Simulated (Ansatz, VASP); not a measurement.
Two plane-wave programs on Cr

```
CELL_PARAMETERS angstrom
2.90300 0.00000 0.00000
0.00000 2.90300 0.00000
0.00000 0.00000 2.90300
ATOMIC_POSITIONS crystal
Cr 0.00000 0.00000 0.00000
Cr 0.50000 0.50000 0.50000
```

Alike in both runs: task single point; functional PBE; k mesh 18 × 18 × 18; occupations fermi-dirac, width 0.05 eV; collinear spin.

|  | VASP | Ansatz |
| --- | --- | --- |
| version | VASP 6.6.1 | Ansatz 0.2.0 |
| potentials or method | VASP PAW PBE potentials, release 64 (Cr_pv), cutoff 520 eV | plane waves (420 eV) with PAW, scalar-relativistic |
| valence electrons in the cell | 24 | 28 |

```tsv
	VASP	Ansatz	Ansatz less VASP
pressure (GPa)	-6.2	-6.2	-0.09
net moment per atom (μB)	0.00	0.00	0.000
size of the moment on the site where the two differ most (μB)	1.38	1.27	-0.110
```

Site moments also hang on the region over which each program counts them. VASP's potentials hold 24 valence electrons a cell and Ansatz's 28, so a difference there can come from the potentials and not from the codes.
